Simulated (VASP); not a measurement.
# TaN (I4/mmm) in VASP: notebook

The runs below take TaN through single point, with PBEsol.

Everything below comes from runs of VASP 6.6.1. Logs are shortened: lines on timing, memory, paths and dates and some standing lists are left out, and cuts for length are marked.

### Step 1. The cell of the first run

Symmetry: I4/mmm, No. 139, tetragonal system. Conventional cell: a = 3.159 Å, b = 3.159 Å, c = 4.358 Å, α = 90.00°, β = 90.00°, γ = 90.00°. Ta (site symmetry 4/mmm) has 6 N at 2.18 to 2.23 Å within 2.9 Å. N (site symmetry 4/mmm) has 6 Ta at 2.18 to 2.23 Å within 2.9 Å.

### Step 2. Single point, PBEsol (strain +0.025 along x and y, +0.000 along z)

INCAR reads:

```
PREC = Accurate
ENCUT = 520
EDIFF = 1E-6
ISMEAR = 0
SIGMA = 0.15
LREAL = False
LASPH = True
NELM = 100
ALGO = Normal
ISIF = 2
LWAVE = False
LCHARG = True
GGA = PS
LELF = True
LVHAR = True
NBANDS = 15
```

KPOINTS reads:

```
Automatic mesh
0
Gamma
  18 18 18
```

POSCAR reads:

```
TaN
1.0
    0.0000000000      2.2334750000      2.1790000000
    2.2334750000      0.0000000000      2.1790000000
    2.2334750000      2.2334750000      0.0000000000
Ta N
1 1
Direct
    0.5000000000      0.5000000000      0.5000000000
    0.0000000000      0.0000000000      0.0000000000
```

Potentials or basis: VASP PAW PBE potentials, release 64 (Ta_pv, N).

On the command line:

```sh
$ cat potpaw_PBE.64/Ta_pv/POTCAR potpaw_PBE.64/N/POTCAR > POTCAR
$ mpirun -np 1 vasp_std > vasp.out
```

OUTCAR:

```text
PREC = Accurate
   ENCUT = 520
   EDIFF = 1E-6
   ISMEAR = 0
   LREAL = False
   LASPH = True
   NELM = 100
   ISIF = 2
   GGA = PS

 ion  position               nearest neighbor table
   1  0.500  0.500  0.500-   2 2.18   2 2.18   2 2.23   2 2.23   2 2.23   2 2.23
   2  0.000  0.000  0.000-   1 2.18   1 2.18   1 2.23   1 2.23   1 2.23   1 2.23

  LATTYP: Found a body centered tetragonal cell.
 ALAT       =     3.1586106362
 C/A-ratio  =     1.3797205487

  Lattice vectors:

 A1 = (   0.0000000000,  -2.2334750000,  -2.1790000000)
 A2 = (   0.0000000000,   2.2334750000,  -2.1790000000)
 A3 = (   2.2334750000,   0.0000000000,   2.1790000000)

Analysis of symmetry for initial positions (statically):
=====================================================================
 Subroutine PRICEL returns:
 Original cell was already a primitive cell.

 Routine SETGRP: Setting up the symmetry group for a
 body centered tetragonal supercell.

 Subroutine GETGRP returns: Found 16 space group operations
 (whereof 16 operations were pure point group operations)
 out of a pool of 16 trial point group operations.

The static configuration has the point symmetry D_4h.

Analysis of symmetry for dynamics (positions and initial velocities):
=====================================================================
 Subroutine PRICEL returns:
 Original cell was already a primitive cell.

 Routine SETGRP: Setting up the symmetry group for a
 body centered tetragonal supercell.

 Subroutine GETGRP returns: Found 16 space group operations
 (whereof 16 operations were pure point group operations)
 out of a pool of 16 trial point group operations.

The dynamic configuration has the point symmetry D_4h.

 Subroutine INISYM returns: Found 16 space group operations
 (whereof 16 operations are pure point group operations),
 and found     1 'primitive' translations

----------------------------------------------------------------------------------------

                                     Primitive cell

  volume of cell :      21.7395

  direct lattice vectors                    reciprocal lattice vectors
     0.000000000  2.233475000  2.179000000    -0.223866397  0.223866397  0.229463056
     2.233475000  0.000000000  2.179000000     0.223866397 -0.223866397  0.229463056
     2.233475000  2.233475000  0.000000000     0.223866397  0.223866397 -0.229463056

  length of vectors
     3.120328761  3.120328761  3.158610636     0.391005910  0.391005910  0.391005910

  position of ions in fractional coordinates (direct lattice)
     0.500000000  0.500000000  0.500000000
     0.000000000  0.000000000  0.000000000

  ion indices of the primitive-cell ions
   primitive index   ion index
                 1           1
                 2           2

----------------------------------------------------------------------------------------

 KPOINTS: Automatic mesh

Automatic generation of k-mesh.
 Grid dimensions read from file:
 generate k-points for:   18   18   18

 Generating k-lattice:

  Cartesian coordinates                     Fractional coordinates (reciprocal lattice)
    -0.012437022  0.012437022  0.012747948     0.055555556 -0.000000000  0.000000000
     0.012437022 -0.012437022  0.012747948    -0.000000000  0.055555556  0.000000000
     0.012437022  0.012437022 -0.012747948     0.000000000  0.000000000  0.055555556

  Length of vectors
     0.021722551  0.021722551  0.021722551

  Shift w.r.t. Gamma in fractional coordinates (k-lattice)
     0.000000000  0.000000000  0.000000000

 Subroutine IBZKPT returns following result:
 ===========================================

 Found    480 irreducible k-points:

 Following reciprocal coordinates:
            Coordinates               Weight
  0.000000  0.000000  0.000000      1.000000
  0.055556  0.000000  0.000000      8.000000
  0.111111  0.000000  0.000000      8.000000
  0.166667  0.000000  0.000000      8.000000
  0.222222 -0.000000  0.000000      8.000000
  0.277778  0.000000  0.000000      8.000000
[... 16 lines left out ...]
 -0.277778  0.055556  0.000000      8.000000
 -0.222222  0.055556  0.000000      8.000000
 [... further k-points ...]
   k-points           NKPTS =    480   k-points in BZ     NKDIM =    480   number of bands    NBANDS=     15
   number of dos      NEDOS =    301   number of ions     NIONS =      2
   total plane-waves  NPLWV =  13824
   dimension x,y,z NGX =    24 NGY =   24 NGZ =   24
   dimension x,y,z NGXF=    48 NGYF=   48 NGZF=   48
   ions per type =               1   1
   NGX,Y,Z   is equivalent  to a cutoff of  12.79, 12.79, 12.63 a.u.
   NGXF,Y,Z  is equivalent  to a cutoff of  25.57, 25.57, 25.26 a.u.
 SYSTEM =  unknown system
   PREC   = accura    normal or accurate (medium, high low for compatibility)
   ISTART =      0    job   : 0-new  1-cont  2-samecut
   ICHARG =      2    charge: 1-file 2-atom 10-const
   ISPIN  =      1    spin polarized calculation?
   LNONCOLLINEAR =      F non collinear calculations
   LSORBIT =      F    spin-orbit coupling
   LASPH  =      T    aspherical Exc in radial PAW
   ENCUT  =  520.0 eV  38.22 Ry    6.18 a.u.   5.80  5.80  5.87*2*pi/ulx,y,z
   NELM   =    100;   NELMIN=  2; NELMDL= -5     # of ELM steps
   EDIFF  = 0.1E-05   stopping-criterion for ELM
   LREAL  =      F    real-space projection
   EDIFFG = 0.1E-04   stopping-criterion for IOM
   NSW    =      0    number of steps for IOM
   IBRION =     -1    ionic relax: 0-MD 1-quasi-New 2-CG
   NFREE  =      0    steps in history (QN), initial steepest desc. (CG)
   ISIF   =      2    stress and relaxation
   ISYM   =      2    0-nonsym 1-usesym 2-fastsym
   POTIM  = 0.5000    time-step for ionic-motion
   TEBEG  =    0.0;   TEEND  =   0.0 temperature during run
   PSTRESS=    0.0 pullay stress
   NELECT =      16.0000    total number of electrons
   NUPDOWN=      -1.0000    fix difference up-down
   EMIN   =  10.00;   EMAX   =-10.00  energy-range for DOS
   EFERMI =   0.00;   METHOD = LEGACY
   ISMEAR =     0;   SIGMA  =   0.15  broadening in eV -4-tet -1-fermi 0-gaus
   EFERMI_NEDOS =   21; number of points for ismear=-14 and -15
   IALGO  =     38    algorithm
   IMIX   =      4    mixing-type and parameters
     AMIX     =   0.40;   BMIX     =  1.00
     AMIX_MAG =   1.60;   BMIX_MAG =  1.00
  volume/ion in A,a.u.               =      10.87        73.35
  Fermi-wavevector in a.u.,A,eV,Ry     =   1.478081  2.793169 29.724983  2.184725
  Thomas-Fermi vector in A             =   2.592406
   LORBIT       =      0    0 simple, 1 ext, 2 COOP (PROOUT), +10 PAW based schemes
   GGA     = PS    functional components
   LHFCALC =     F    Hartree Fock is set to
   AEXX    =    0.0000 exact exchange contribution
   IVDW    =     0    specifies the selected vdW correction
   LEPSILON=     F    determine dielectric tensor
   LRPA    =     F    only Hartree local field effects (RPA)
 non-spin polarized calculation
 Gauss-broadening in eV      SIGMA  =   0.15
  energy-cutoff  :      520.00
  volume of cell :       21.74
 maximum number of plane-waves:       597
   NGX = 11   NGY = 11   NGZ = 11

 number of electron      16.0000003 magnetization

 Free energy of the ion-electron system (eV)
  ---------------------------------------------------
  ext. energy  EPLUGINS =         0.00000000
  ---------------------------------------------------
  free energy    TOTEN  =       -23.17610313 eV

  energy without entropy =      -23.16650368  energy(sigma->0) =      -23.17130340

 E-fermi :   9.1291     XC(G=0): -13.4667

 val. band max:        9.1268687597   @ k =   0.2222   0.1111   0.0000
 cond. band min:       9.1368754675   @ k =   0.4444   0.0556   0.1111
 fundamental gap:      0.0100067077
 Fermi energy:         9.1291018836

 k-point     1 :       0.0000    0.0000    0.0000
  band No.  band energies     occupation
      1     -26.6241      2.00000
      2     -26.6241      2.00000
      3     -26.6095      2.00000
      4      -9.5000      2.00000
      5       5.3603      2.00000
      6       5.3603      2.00000
      7       5.4664      2.00000
      8       6.9674      2.00000
      9       6.9674      2.00000
     10       7.2554      2.00000
     11       8.9783      1.84504
     12       9.1538      0.81583
     13      10.6573      0.00000
     14      18.5007      0.00000
     15      21.4421      0.00000

 k-point     2 :       0.0556    0.0000    0.0000
  band No.  band energies     occupation
      1     -26.6462      2.00000
      2     -26.6269      2.00000
      3     -26.6150      2.00000
      4      -9.4269      2.00000
      5       4.9639      2.00000
      6       5.0815      2.00000
      7       5.1736      2.00000
      8       7.1040      2.00000
      9       7.1445      2.00000
     10       7.3807      2.00000
     11       9.2833      0.14596
     12       9.4662      0.00148
     13      10.8966      0.00000
     14      18.7286      0.00000
     15      21.4419      0.00000

 k-point     3 :       0.1111    0.0000    0.0000
  band No.  band energies     occupation
      1     -26.7185      2.00000
      2     -26.6351      2.00000
      3     -26.6217      2.00000
      4      -9.2140      2.00000
      5       4.0915      2.00000
      6       4.4851      2.00000
      7       4.5722      2.00000
      8       7.4171      2.00000
      9       7.4599      2.00000
     10       7.6338      2.00000
     11      10.0482      0.00000
     12      10.2448      0.00000
     13      11.5248      0.00000
     14      19.3703      0.00000
     15      21.4414      0.00000
[... 343 lines left out ...]
 k-point    23 :      -0.2778    0.0556    0.0000
  band No.  band energies     occupation
      1     -27.1347      2.00000
      2     -26.6840      2.00000
      3     -26.6752      2.00000
      4      -7.8091      2.00000
      5       0.7916      2.00000
      6       2.4111      2.00000
      7       2.8018      2.00000
      8       8.5919      2.00000
      9       8.9435      1.91982
     10       9.8881      0.00000
     11      13.3842      0.00000
     12      13.9364      0.00000
     13      14.1668      0.00000
     14      21.1165      0.00000
     15      21.5021      0.00000

 k-point    24 :      -0.2222    0.0556    0.0000
  band No.  band energies     occupation
      1     -27.0032      2.00000
      2     -26.6723      2.00000
      3     -26.6585      2.00000
      4      -8.2870      2.00000
      5       1.6564      2.00000
      6       2.8672      2.00000
      7       3.3386      2.00000
      8       8.1474      2.00000
      9       8.2946      2.00000
     10       9.2820      0.14956
     11      12.2989      0.00000
     12      13.1084      0.00000
     13      13.3264      0.00000
     14      21.3471      0.00000
     15      21.4955      0.00000

 [... further k-points ...]

------------------------ aborting loop because EDIFF is reached ----------------------------------------

  FORCE on cell =-STRESS in cart. coord.  units (eV):
  Direction    XX          YY          ZZ          XY          YZ          ZX
  --------------------------------------------------------------------------------------
  -------------------------------------------------------------------------------------
  Total       -2.1029229     -2.1029229     -0.2491527      0.0000000     -0.0000000      0.0000000
  in kB     -154.9831623   -154.9831623    -18.3622853      0.0000000     -0.0000000      0.0000000
  external PRESSURE =    -109.4428699 kB  Pullay stress =       0.0000000 kB

 VOLUME and BASIS-vectors are now :
 -----------------------------------------------------------------------------
  energy-cutoff  :      520.00
  volume of cell :       21.74
      direct lattice vectors                 reciprocal lattice vectors
     0.000000000  2.233475000  2.179000000    -0.223866397  0.223866397  0.229463056
     2.233475000  0.000000000  2.179000000     0.223866397 -0.223866397  0.229463056
     2.233475000  2.233475000  0.000000000     0.223866397  0.223866397 -0.229463056

 POSITION                                       TOTAL-FORCE (eV/Angst)
 -----------------------------------------------------------------------------------
      2.23347      2.23347      2.17900         0.000000      0.000000      0.000000
      0.00000      0.00000      0.00000        -0.000000     -0.000000      0.000000
 -----------------------------------------------------------------------------------
    total drift:                                0.000000     -0.000000     -0.000000

  FREE ENERGIE OF THE ION-ELECTRON SYSTEM (eV)
  ---------------------------------------------------
  free  energy   TOTEN  =       -23.1761031257 eV

  energy  without entropy=      -23.1665036772  energy(sigma->0) =      -23.17130340
```

It took 61 s on 1 thread of AMD EPYC 9R45 (Zen 5), shared host; peak memory 0.24 GiB.

Results:

```
Free energy            : -23.1761 eV
Pressure               : -10.9 GPa
Band gap on the k mesh : zero (band 8 reaches 10.85 eV, above the bottom of band 9 at 6.97 eV)
```

Levels at points of the mesh, in eV from the Fermi level:
```tsv
k point	band 6	band 7	band 8	band 9	band 10	band 11
(0.00, 0.00, 0.00)	-3.77	-3.66	-2.16	-2.16	-1.87	-0.15
(0.50, 0.00, 0.00)	-7.44	-7.43	1.72	1.94	1.97	3.72
(0.50, 0.50, 0.00)	-5.38	-4.65	-4.65	2.03	3.44	3.44
(0.50, 0.00, 0.50)	-5.33	-4.57	-4.48	1.96	3.28	3.58
```

Caveat: the cell differs from its parent crystal (strain +0.025 along x and y, +0.000 along z); the PAW data sets were made with another functional, which shifts forces and pressure a little; spin-orbit coupling is left out, which moves the levels of the heavy elements.

(Continued in part 2 of 2.)
